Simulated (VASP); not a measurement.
# Br (Immm) in VASP: single point with PBE+D3(BJ)

Aim: the single point of Br with PBE+D3(BJ).

Program: VASP 6.6.1. These are calculated values, not measurements. Logs are shortened: lines on timing, memory, paths and dates and some standing lists are left out, and cuts for length are marked.

## (1) The cell of the first run

It takes space group Immm (No. 71, orthorhombic). The conventional cell has a = 2.574 Å, b = 3.440 Å, c = 7.156 Å, α = 90.00°, β = 90.00°, γ = 90.00°. Br (site symmetry mmm) has 4 Br at 2.57 to 3.44 Å within 3.5 Å.

## (2) Single point, PBE+D3(BJ)

INCAR

```
SYSTEM = Br
PREC     = Accurate       ! precision mode
ENCUT    = 520            ! plane-wave cutoff, eV
EDIFF    = 1E-6           ! SCF threshold, eV
ISMEAR   = -1             ! smearing method
SIGMA    = 0.05           ! smearing width, eV
LREAL    = Auto         
LASPH    = .True.         ! aspherical terms in the spheres
NELM     = 80             ! most SCF steps
ALGO     = Normal         ! electronic algorithm
ISIF     = 2              ! what is computed and relaxed
LWAVE    = .False.        ! write WAVECAR
LCHARG   = .False.        ! write CHGCAR
GGA      = PE             ! functional
IVDW     = 12             ! dispersion correction
NBANDS   = 70             ! bands
```

KPOINTS

```
Automatic mesh
0
Gamma
  2 2 2
  0.5 0.5 0.5
```

POSCAR

```
Br
1.0
    5.1470736200     -6.8799888000      0.0000000000
    5.1470736200      6.8799888000      0.0000000000
   -5.1470736200      0.0000000000      7.1559823200
Br
16
Direct
    0.7500000000      0.0000000000      0.5000000000
    0.5000000000      0.0000000000      0.0000000000
    0.7500000000      0.2500000000      0.0000000000
    0.2500000000      0.0000000000      0.5000000000
    0.0000000000      0.0000000000      0.0000000000
    0.5000000000      0.2500000000      0.5000000000
    0.2500000000      0.2500000000      0.0000000000
    0.7500000000      0.5000000000      0.5000000000
    0.5000000000      0.5000000000      0.0000000000
    0.7500000000      0.7500000000      0.0000000000
    0.0000000000      0.2500000000      0.5000000000
    0.2500000000      0.5000000000      0.5000000000
    0.0000000000      0.5000000000      0.0000000000
    0.5000000000      0.7500000000      0.5000000000
    0.2500000000      0.7500000000      0.0000000000
    0.0000000000      0.7500000000      0.5000000000
```

Potentials or basis: VASP PAW PBE potentials, release 64 (Br).

Run with:

```console
$ cat potpaw_PBE.64/Br/POTCAR > POTCAR
$ mpirun -np 1 vasp_std > vasp.out
```

OUTCAR:

```text
SYSTEM = Br
   PREC = Accurate
   ENCUT = 520
   EDIFF = 1E-6
   ISMEAR = -1
   LREAL = Auto
   LASPH = .True.
   NELM = 80
   ISIF = 2
   GGA = PE
   IVDW = 12
 IVDW          = 12

 ion  position               nearest neighbor table
   1  0.750  0.000  0.500-  11 2.57  14 2.57
   2  0.500  0.000  0.000-   3 2.57  15 2.57
   3  0.750  0.250  0.000-   2 2.57  13 2.57
   4  0.250  0.000  0.500-   6 2.57  16 2.57
   5  0.000  0.000  0.000-   7 2.57  10 2.57
   6  0.500  0.250  0.500-   4 2.57   8 2.57
[... 8 lines left out ...]
  15  0.250  0.750  0.000-   2 2.57  13 2.57
  16  0.000  0.750  0.500-   4 2.57   8 2.57

  LATTYP: Found a face centered orthorhombic cell.
 ALAT       =    10.2941472400
 B/A-ratio  =     1.3366796957
 C/A-ratio  =     1.3903011397

  Lattice vectors:

 A1 = (   0.0000000000,   6.8799888000,   7.1559823200)
 A2 = (   5.1470736200,   0.0000000000,   7.1559823200)
 A3 = (   5.1470736200,   6.8799888000,   0.0000000000)

Analysis of symmetry for initial positions (statically):
=====================================================================
 Subroutine PRICEL returns following result:

  LATTYP: Found a body centered orthorhombic cell.
 ALAT       =     2.5735368100
 B/A-ratio  =     1.3366796957
 C/A-ratio  =     2.7806022794

  Lattice vectors:

 A1 = (   1.2867684050,   1.7199972000,  -3.5779911600)
 A2 = (  -1.2867684050,  -1.7199972000,  -3.5779911600)
 A3 = (  -1.2867684050,   1.7199972000,   3.5779911600)

  16 primitive cells build up your supercell.

 Routine SETGRP: Setting up the symmetry group for a
 face centered orthorhombic supercell.

 Subroutine GETGRP returns: Found  8 space group operations
 (whereof  8 operations were pure point group operations)
 out of a pool of  8 trial point group operations.

The static configuration has the point symmetry D_2h.

Analysis of symmetry for dynamics (positions and initial velocities):
=====================================================================
 Subroutine PRICEL returns following result:

  LATTYP: Found a body centered orthorhombic cell.
 ALAT       =     2.5735368100
 B/A-ratio  =     1.3366796957
 C/A-ratio  =     2.7806022794
[... 89 lines left out ...]
   LASPH  =      T    aspherical Exc in radial PAW
   ENCUT  =  520.0 eV  38.22 Ry    6.18 a.u.  15.98 15.98 16.39*2*pi/ulx,y,z
   NELM   =     80;   NELMIN=  2; NELMDL= -5     # of ELM steps
   EDIFF  = 0.1E-05   stopping-criterion for ELM
   LREAL  =      T    real-space projection
   EDIFFG = 0.1E-04   stopping-criterion for IOM
   NSW    =      0    number of steps for IOM
   IBRION =     -1    ionic relax: 0-MD 1-quasi-New 2-CG
   NFREE  =      0    steps in history (QN), initial steepest desc. (CG)
   ISIF   =      2    stress and relaxation
   ISYM   =      2    0-nonsym 1-usesym 2-fastsym
   POTIM  = 0.5000    time-step for ionic-motion
   TEBEG  =    0.0;   TEEND  =   0.0 temperature during run
   PSTRESS=    0.0 pullay stress
   NELECT =     112.0000    total number of electrons
   NUPDOWN=      -1.0000    fix difference up-down
   EMIN   =  10.00;   EMAX   =-10.00  energy-range for DOS
   EFERMI =   0.00;   METHOD = LEGACY
   ISMEAR =    -1;   SIGMA  =   0.05  broadening in eV -4-tet -1-fermi 0-gaus
   EFERMI_NEDOS =   21; number of points for ismear=-14 and -15
   IALGO  =     38    algorithm
   IMIX   =      4    mixing-type and parameters
     AMIX     =   0.40;   BMIX     =  1.00
     AMIX_MAG =   1.60;   BMIX_MAG =  1.00
  volume/ion in A,a.u.               =      31.68       213.76
  Fermi-wavevector in a.u.,A,eV,Ry     =   0.989764  1.870383 13.328717  0.979633
  Thomas-Fermi vector in A             =   2.121386
   LORBIT       =      0    0 simple, 1 ext, 2 COOP (PROOUT), +10 PAW based schemes
   GGA     = PE    functional components
   LHFCALC =     F    Hartree Fock is set to
   AEXX    =    0.0000 exact exchange contribution
   IVDW    =    12    specifies the selected vdW correction
   LEPSILON=     F    determine dielectric tensor
   LRPA    =     F    only Hartree local field effects (RPA)
 non-spin polarized calculation
  energy-cutoff  :      520.00
  volume of cell :      506.81
 maximum number of plane-waves:     13673
   NGX = 31   NGY = 31   NGZ = 33

 number of electron     111.9999976 magnetization

 Free energy of the ion-electron system (eV)
  ---------------------------------------------------
  ext. energy  EPLUGINS =         0.00000000
  ---------------------------------------------------
  free energy    TOTEN  =       -25.86643392 eV

  energy without entropy =      -25.85138878  energy(sigma->0) =      -25.85891135

 E-fermi :   0.3222     XC(G=0):  -8.1841

 val. band max:        0.1067339250   @ k =  -0.2500   0.2500   0.2500
 cond. band min:       0.5231641645   @ k =  -0.2500  -0.2500   0.2500
 fundamental gap:      0.4164302395
 Fermi energy:         0.3221958912

 k-point     1 :       0.2500    0.2500    0.2500
  band No.  band energies     occupation
      1     -15.1900      2.00000
      2     -15.1900      2.00000
      3     -15.0816      2.00000
      4     -15.0816      2.00000
      5     -14.9348      2.00000
      6     -14.9348      2.00000
[... 202 lines left out ...]
     67       7.9364      0.00000
     68       7.9365      0.00000
 [bands above 68 left out]

------------------------ aborting loop because EDIFF is reached ----------------------------------------

 Edisp (eV)   -3.60817

 E8    (eV) :    -1.4231

  FORCE on cell =-STRESS in cart. coord.  units (eV):
  Direction    XX          YY          ZZ          XY          YZ          ZX
  --------------------------------------------------------------------------------------
  -------------------------------------------------------------------------------------
  Total      -0.91796    -4.27007    -0.70463     0.00000     0.00000     0.00000
  in kB      -2.90193   -13.49891    -2.22753     0.00000     0.00000     0.00000
  external pressure =       -6.21 kB  Pullay stress =        0.00 kB

 VOLUME and BASIS-vectors are now :
 -----------------------------------------------------------------------------
  energy-cutoff  :      520.00
  volume of cell :      506.81
      direct lattice vectors                 reciprocal lattice vectors
     5.147073620 -6.879988800  0.000000000     0.097142578 -0.072674537  0.069871609
     5.147073620  6.879988800  0.000000000     0.097142578  0.072674537  0.069871609
    -5.147073620  0.000000000  7.155982320     0.000000000  0.000000000  0.139743218

 POSITION                                       TOTAL-FORCE (eV/Angst)
 -----------------------------------------------------------------------------------
      1.28677     -5.15999      3.57799        -0.000000     -0.000000     -0.000000
      2.57354     -3.43999      0.00000         0.000000      0.000000      0.000000
      5.14707     -3.43999      0.00000        -0.000000     -0.000000     -0.000000
     -1.28677     -1.72000      3.57799         0.000000      0.000000     -0.000000
      0.00000      0.00000      0.00000        -0.000000      0.000000      0.000000
      1.28677     -1.72000      3.57799         0.000000     -0.000000      0.000000
[... 8 lines left out ...]
      5.14707      3.43999      0.00000         0.000000     -0.000000      0.000000
      1.28677      5.15999      3.57799        -0.000000      0.000000     -0.000000
 -----------------------------------------------------------------------------------
    total drift:                               -0.000000      0.000000      0.000000

  FREE ENERGIE OF THE ION-ELECTRON SYSTEM (eV)
  ---------------------------------------------------
  free  energy   TOTEN  =       -29.4746056991 eV

  energy  without entropy=      -29.4595605603  energy(sigma->0) =      -29.46708313
```

OSZICAR:

```text
N       E                     dE             d eps       ncg     rms          rms(c)
DAV:   1     0.831716573761E+03    0.83172E+03   -0.46363E+04   420   0.135E+03
DAV:   2     0.540855908018E+02   -0.77763E+03   -0.75778E+03   570   0.233E+02
DAV:   3    -0.255560637388E+02   -0.79642E+02   -0.78817E+02   488   0.862E+01
DAV:   4    -0.268135215640E+02   -0.12575E+01   -0.12525E+01   472   0.127E+01
DAV:   5    -0.268331649548E+02   -0.19643E-01   -0.19611E-01   488   0.150E+00    0.229E+01
DAV:   6    -0.261400952174E+02    0.69307E+00   -0.49853E-01   464   0.217E+00    0.144E+01
DAV:   7    -0.258767732540E+02    0.26332E+00   -0.10686E+00   456   0.322E+00    0.653E-01
DAV:   8    -0.258662044193E+02    0.10569E-01   -0.66122E-02   450   0.798E-01    0.335E-01
DAV:   9    -0.258662841443E+02   -0.79725E-04   -0.44622E-04   496   0.745E-02    0.652E-02
DAV:  10    -0.258664350253E+02   -0.15088E-03   -0.17807E-04   456   0.466E-02    0.603E-02
DAV:  11    -0.258664337640E+02    0.12613E-05   -0.63948E-06   456   0.741E-03    0.126E-02
DAV:  12    -0.258664339180E+02   -0.15396E-06   -0.17876E-06   312   0.460E-03
   1 F= -.29474606E+02 E0= -.29467083E+02  d E =-.150451E-01
```

Wall time 90 s (1 thread of Intel Xeon 6975P-C (Granite Rapids), shared host); peak memory 0.56 GiB.

What came out:

```
Free energy                : -29.4746 eV
Pressure                   : -0.6 GPa
Band gap on the k mesh     : zero (bands 56 and 57 overlap by 0.55 eV)
Dispersion energy per atom : -0.226 eV
```

Levels at points of the mesh, in eV from the Fermi level:
| k point | band 50 | band 51 | band 52 | band 53 | band 54 | band 55 | band 56 | band 57 | band 58 | band 59 |
| --- | --- | --- | --- | --- | --- | --- | --- | --- | --- | --- |
| (0.25, 0.25, 0.25) | -1.04 | -0.56 | -0.56 | -0.43 | -0.43 | 0.27 | 0.27 | 1.65 | 1.65 | 1.73 |

Caveat: the k points lie up to 0.44 Å⁻¹ apart, too coarse for converged energies and pressures of a metal.
